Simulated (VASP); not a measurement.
# Ge in VASP: single point with PBE

Aim: the single point of Ge with PBE.

All numbers are computed with VASP 6.6.1; they aren't measurements. Logs are shortened: lines on timing, memory, paths and dates and some standing lists are left out, and cuts for length are marked.

### 1 The cell of the first run

The cell holds a wire or tube with vacuum around it, 14 atoms: a = 21.100 Å, b = 10.000 Å, c = 7.004 Å, α = 90.00°, β = 90.00°, γ = 90.00°.

### 2 Single point, PBE

File INCAR:

```
ALGO     = Normal         # electronic algorithm
EDIFF    = 1E-7           # SCF threshold, eV
ENCUT    = 520            # plane-wave cutoff, eV
GGA      = PE             # functional
ISIF     = 2              # what is computed and relaxed
ISMEAR   = 0              # smearing method
KPAR     = 2            
LASPH    = T              # aspherical terms in the spheres
LCHARG   = T              # write CHGCAR
LREAL    = F              # projectors in reciprocal space
LVHAR    = T            
LWAVE    = F              # write WAVECAR
NBANDS   = 111            # bands
NCORE    = 2            
NELM     = 60             # most SCF steps
PREC     = Accurate       # precision mode
SIGMA    = 0.05           # smearing width, eV
```

File KPOINTS:

```
k-points
0
Gamma
  1 1 8
```

File POSCAR:

```
Ge
1.0
   21.1000000000      0.0000000000      0.0000000000
    0.0000000000     10.0000000000      0.0000000000
    0.0000000000      0.0000000000      7.0041111412
Ge
14
Direct
    0.7874757431      0.4661011537      0.3333333333
    0.5958252477      0.4661011537      0.3333333333
    0.6916504954      0.4661011537      0.8333333333
    0.4041747523      0.4661011537      0.3333333333
    0.5000000000      0.4661011537      0.8333333333
    0.2125242569      0.4661011537      0.3333333333
    0.3083495046      0.4661011537      0.8333333333
    0.6916504954      0.5338988463      0.1666666667
    0.7874757431      0.5338988463      0.6666666667
    0.5000000000      0.5338988463      0.1666666667
    0.5958252477      0.5338988463      0.6666666667
    0.3083495046      0.5338988463      0.1666666667
    0.4041747523      0.5338988463      0.6666666667
    0.2125242569      0.5338988463      0.6666666667
```

Potentials or basis: VASP PAW PBE potentials, release 64 (Ge_d).

Run with:

```console
cat potpaw_PBE.64/Ge_d/POTCAR > POTCAR
mpirun -np 4 vasp_std > vasp.out
```

OUTCAR:

```text
EDIFF = 1E-7
   ENCUT = 520
   GGA = PE
   ISIF = 2
   ISMEAR = 0
   LASPH = T
   LREAL = F
   NELM = 60
   PREC = Accurate

 ion  position               nearest neighbor table
   1  0.787  0.466  0.333-   8 2.43   9 2.43
   2  0.596  0.466  0.333-   8 2.43  10 2.43  11 2.43
   3  0.692  0.466  0.833-  11 2.43   9 2.43   8 2.43
   4  0.404  0.466  0.333-  10 2.43  12 2.43  13 2.43
   5  0.500  0.466  0.833-  11 2.43  13 2.43  10 2.43
   6  0.213  0.466  0.333-  12 2.43  14 2.43
   7  0.308  0.466  0.833-  13 2.43  14 2.43  12 2.43
   8  0.692  0.534  0.167-   2 2.43   1 2.43   3 2.43
   9  0.787  0.534  0.667-   3 2.43   1 2.43
  10  0.500  0.534  0.167-   2 2.43   4 2.43   5 2.43
  11  0.596  0.534  0.667-   3 2.43   5 2.43   2 2.43
  12  0.308  0.534  0.167-   4 2.43   6 2.43   7 2.43
  13  0.404  0.534  0.667-   5 2.43   7 2.43   4 2.43
  14  0.213  0.534  0.667-   7 2.43   6 2.43

  LATTYP: Found a simple orthorhombic cell.
 ALAT       =     7.0041111412
 B/A-ratio  =     1.4277329126
 C/A-ratio  =     3.0125164456

  Lattice vectors:

 A1 = (   0.0000000000,   0.0000000000,  -7.0041111412)
 A2 = (   0.0000000000,  10.0000000000,   0.0000000000)
 A3 = (  21.1000000000,   0.0000000000,   0.0000000000)

Analysis of symmetry for initial positions (statically):
=====================================================================
 Subroutine PRICEL returns:
 Original cell was already a primitive cell.

 Routine SETGRP: Setting up the symmetry group for a
 simple orthorhombic supercell.

 Subroutine GETGRP returns: Found  4 space group operations
 (whereof  4 operations were pure point group operations)
 out of a pool of  8 trial point group operations.

The static configuration has the point symmetry C_2h.

Analysis of symmetry for dynamics (positions and initial velocities):
=====================================================================
 Subroutine PRICEL returns:
 Original cell was already a primitive cell.

 Routine SETGRP: Setting up the symmetry group for a
 simple orthorhombic supercell.

 Subroutine GETGRP returns: Found  4 space group operations
 (whereof  4 operations were pure point group operations)
 out of a pool of  8 trial point group operations.

The dynamic configuration has the point symmetry C_2h.

 Subroutine INISYM returns: Found  4 space group operations
 (whereof  4 operations are pure point group operations),
 and found     1 'primitive' translations

----------------------------------------------------------------------------------------

                                     Primitive cell

  volume of cell :    1477.8675

  direct lattice vectors                    reciprocal lattice vectors
    21.100000000  0.000000000  0.000000000     0.047393365  0.000000000  0.000000000
     0.000000000 10.000000000  0.000000000     0.000000000  0.100000000  0.000000000
     0.000000000  0.000000000  7.004111141     0.000000000  0.000000000  0.142773291

  length of vectors
    21.100000000 10.000000000  7.004111141     0.047393365  0.100000000  0.142773291

  position of ions in fractional coordinates (direct lattice)
     0.787475743  0.466101154  0.333333333
     0.595825248  0.466101154  0.333333333
     0.691650495  0.466101154  0.833333333
     0.404174752  0.466101154  0.333333333
     0.500000000  0.466101154  0.833333333
     0.212524257  0.466101154  0.333333333
     0.308349505  0.466101154  0.833333333
     0.691650495  0.533898846  0.166666667
     0.787475743  0.533898846  0.666666667
     0.500000000  0.533898846  0.166666667
     0.595825248  0.533898846  0.666666667
     0.308349505  0.533898846  0.166666667
     0.404174752  0.533898846  0.666666667
     0.212524257  0.533898846  0.666666667

  ion indices of the primitive-cell ions
   primitive index   ion index
                 1           1
                 2           2
                 3           3
                 4           4
                 5           5
                 6           6
                 7           7
                 8           8
                 9           9
                10          10
                11          11
                12          12
                13          13
                14          14

----------------------------------------------------------------------------------------

 KPOINTS: k-points

Automatic generation of k-mesh.
 Grid dimensions read from file:
 generate k-points for:    1    1    8

 Generating k-lattice:

  Cartesian coordinates                     Fractional coordinates (reciprocal lattice)
     0.047393365  0.000000000  0.000000000     1.000000000  0.000000000  0.000000000
     0.000000000  0.100000000  0.000000000     0.000000000  1.000000000  0.000000000
     0.000000000  0.000000000  0.017846661     0.000000000  0.000000000  0.125000000

  Length of vectors
     0.047393365  0.100000000  0.017846661

  Shift w.r.t. Gamma in fractional coordinates (k-lattice)
     0.000000000  0.000000000  0.000000000

 Subroutine IBZKPT returns following result:
 ===========================================

 Found      5 irreducible k-points:

 Following reciprocal coordinates:
            Coordinates               Weight
  0.000000  0.000000  0.000000      1.000000
  0.000000  0.000000  0.125000      2.000000
  0.000000  0.000000  0.250000      2.000000
  0.000000  0.000000  0.375000      2.000000
  0.000000  0.000000  0.500000      1.000000
   k-points           NKPTS =      5   k-points in BZ     NKDIM =      5   number of bands    NBANDS=    111
   number of dos      NEDOS =    301   number of ions     NIONS =     14
   total plane-waves  NPLWV = 691200
   dimension x,y,z NGX =   160 NGY =   80 NGZ =   54
   dimension x,y,z NGXF=   320 NGYF=  160 NGZF=  108
   ions per type =              14
   NGX,Y,Z   is equivalent  to a cutoff of  12.61, 13.30, 12.82 a.u.
   NGXF,Y,Z  is equivalent  to a cutoff of  25.21, 26.60, 25.63 a.u.
 SYSTEM =  unknown system
   PREC   = accura    normal or accurate (medium, high low for compatibility)
   ISTART =      0    job   : 0-new  1-cont  2-samecut
   ICHARG =      2    charge: 1-file 2-atom 10-const
   ISPIN  =      1    spin polarized calculation?
   LNONCOLLINEAR =      F non collinear calculations
   LSORBIT =      F    spin-orbit coupling
   LASPH  =      T    aspherical Exc in radial PAW
   ENCUT  =  520.0 eV  38.22 Ry    6.18 a.u.  39.23 18.59 13.02*2*pi/ulx,y,z
   NELM   =     60;   NELMIN=  2; NELMDL= -5     # of ELM steps
   EDIFF  = 0.1E-06   stopping-criterion for ELM
   LREAL  =      F    real-space projection
   EDIFFG = 0.1E-05   stopping-criterion for IOM
   NSW    =      0    number of steps for IOM
   IBRION =     -1    ionic relax: 0-MD 1-quasi-New 2-CG
   NFREE  =      0    steps in history (QN), initial steepest desc. (CG)
   ISIF   =      2    stress and relaxation
   ISYM   =      2    0-nonsym 1-usesym 2-fastsym
   POTIM  = 0.5000    time-step for ionic-motion
   TEBEG  =    0.0;   TEEND  =   0.0 temperature during run
   PSTRESS=    0.0 pullay stress
   NELECT =     196.0000    total number of electrons
   NUPDOWN=      -1.0000    fix difference up-down
   EMIN   =  10.00;   EMAX   =-10.00  energy-range for DOS
   EFERMI =   0.00;   METHOD = LEGACY
   ISMEAR =     0;   SIGMA  =   0.05  broadening in eV -4-tet -1-fermi 0-gaus
   EFERMI_NEDOS =   21; number of points for ismear=-14 and -15
   IALGO  =     38    algorithm
   IMIX   =      4    mixing-type and parameters
     AMIX     =   0.40;   BMIX     =  1.00
     AMIX_MAG =   1.60;   BMIX_MAG =  1.00
  volume/ion in A,a.u.               =     105.56       712.37
  Fermi-wavevector in a.u.,A,eV,Ry     =   0.834863  1.577662  9.483201  0.696996
  Thomas-Fermi vector in A             =   1.948325
   LORBIT       =      0    0 simple, 1 ext, 2 COOP (PROOUT), +10 PAW based schemes
   GGA     = PE    functional components
   LHFCALC =     F    Hartree Fock is set to
   AEXX    =    0.0000 exact exchange contribution
   IVDW    =     0    specifies the selected vdW correction
   LEPSILON=     F    determine dielectric tensor
   LRPA    =     F    only Hartree local field effects (RPA)
 non-spin polarized calculation
 Gauss-broadening in eV      SIGMA  =   0.05
  energy-cutoff  :      520.00
  volume of cell :     1477.87
 maximum number of plane-waves:     39832
 NGX is ok and might be reduce to   160
   NGX = 79   NGY = 37   NGZ = 27

 number of electron     196.0000187 magnetization

 Free energy of the ion-electron system (eV)
  ---------------------------------------------------
  ext. energy  EPLUGINS =         0.00000000
  ---------------------------------------------------
  free energy    TOTEN  =       -52.57260599 eV

  energy without entropy =      -52.55648210  energy(sigma->0) =      -52.56454405

 E-fermi :  -2.6424     XC(G=0):  -3.3867

 val. band max:       -2.6554669632   @ k =   0.0000   0.0000   0.1250
 cond. band min:      -2.6240054695   @ k =   0.0000   0.0000   0.3750
 fundamental gap:      0.0314614937
 Fermi energy:        -2.6424468948

 k-point     1 :       0.0000    0.0000    0.0000
  band No.  band energies     occupation
      1     -27.2436      2.00000
      2     -27.2343      2.00000
      3     -27.2107      2.00000
      4     -27.2100      2.00000
      5     -27.2012      2.00000
      6     -27.1802      2.00000
[... 102 lines left out ...]
    109       0.0243      0.00000
    110       0.5319      0.00000
[... 450 lines left out ...]
    109      -0.2876      0.00000
    110       0.0131      0.00000
 [bands above 110 left out]

------------------------ aborting loop because EDIFF is reached ----------------------------------------

  FORCE on cell =-STRESS in cart. coord.  units (eV):
  Direction    XX          YY          ZZ          XY          YZ          ZX
  --------------------------------------------------------------------------------------
  -------------------------------------------------------------------------------------
  Total        0.2764053      0.8228424     -1.5358479      0.0000000     -0.2785757      0.0000000
  in kB        0.2996549      0.8920553     -1.6650348      0.0000000     -0.3020079      0.0000000
  external PRESSURE =      -0.1577748 kB  Pullay stress =       0.0000000 kB

 VOLUME and BASIS-vectors are now :
 -----------------------------------------------------------------------------
  energy-cutoff  :      520.00
  volume of cell :     1477.87
      direct lattice vectors                 reciprocal lattice vectors
    21.100000000  0.000000000  0.000000000     0.047393365  0.000000000  0.000000000
     0.000000000 10.000000000  0.000000000     0.000000000  0.100000000  0.000000000
     0.000000000  0.000000000  7.004111141     0.000000000  0.000000000  0.142773291

 POSITION                                       TOTAL-FORCE (eV/Angst)
 -----------------------------------------------------------------------------------
     16.61574      4.66101      2.33470         0.033573     -0.315270      0.330249
     12.57191      4.66101      2.33470         0.129498     -0.006000      0.051786
     14.59383      4.66101      5.83676        -0.091365     -0.269142     -0.187213
      8.52809      4.66101      2.33470        -0.129498     -0.006000      0.051786
     10.55000      4.66101      5.83676         0.000000      0.020789      0.021006
      4.48426      4.66101      2.33470        -0.033573     -0.315270      0.330249
      6.50617      4.66101      5.83676         0.091365     -0.269142     -0.187213
     14.59383      5.33899      1.16735        -0.091365      0.269142      0.187213
     16.61574      5.33899      4.66941         0.033573      0.315270     -0.330249
     10.55000      5.33899      1.16735         0.000000     -0.020789     -0.021006
     12.57191      5.33899      4.66941         0.129498      0.006000     -0.051786
      6.50617      5.33899      1.16735         0.091365      0.269142      0.187213
      8.52809      5.33899      4.66941        -0.129498      0.006000     -0.051786
      4.48426      5.33899      4.66941        -0.033573      0.315270     -0.330249
 -----------------------------------------------------------------------------------
    total drift:                               -0.000000      0.000000     -0.000000

  FREE ENERGIE OF THE ION-ELECTRON SYSTEM (eV)
  ---------------------------------------------------
  free  energy   TOTEN  =       -52.5726059939 eV

  energy  without entropy=      -52.5564821002  energy(sigma->0) =      -52.56454405
```

Wall time 11 min (4 MPI ranks of Intel Xeon Platinum 8559C (Emerald Rapids), shared host); peak memory 0.91 GiB.

Results:

```
Free energy            : -52.5726 eV
Largest force          : 0.458 eV/Å
Band gap on the k mesh : zero (bands 98 and 99 overlap by 0.12 eV)
```

Forces on the atoms (eV/Å):
```
Ge   0.034 -0.315  0.330
Ge   0.129 -0.006  0.052
Ge  -0.091 -0.269 -0.187
Ge  -0.129 -0.006  0.052
Ge   0.000  0.021  0.021
Ge  -0.034 -0.315  0.330
Ge   0.091 -0.269 -0.187
Ge  -0.091  0.269  0.187
Ge   0.034  0.315 -0.330
Ge   0.000 -0.021 -0.021
Ge   0.129  0.006 -0.052
Ge   0.091  0.269  0.187
Ge  -0.129  0.006 -0.052
Ge  -0.034  0.315 -0.330
```

Levels at points of the mesh, in eV from the Fermi level:
```
           k point  band 94  band 95  band 96  band 97  band 98  band 99  band 100  band 101  band 102  band 103
(0.00, 0.00, 0.00)    -0.79    -0.70    -0.47    -0.14     0.06     0.13      0.28      0.55      0.70      0.77
(0.00, 0.00, 0.50)    -1.28    -1.27    -1.08    -0.33    -0.17    -0.06      0.28      0.95      1.20      1.55
```

The gap in the log of VASP goes by the Fermi energy; the results here count the filled bands.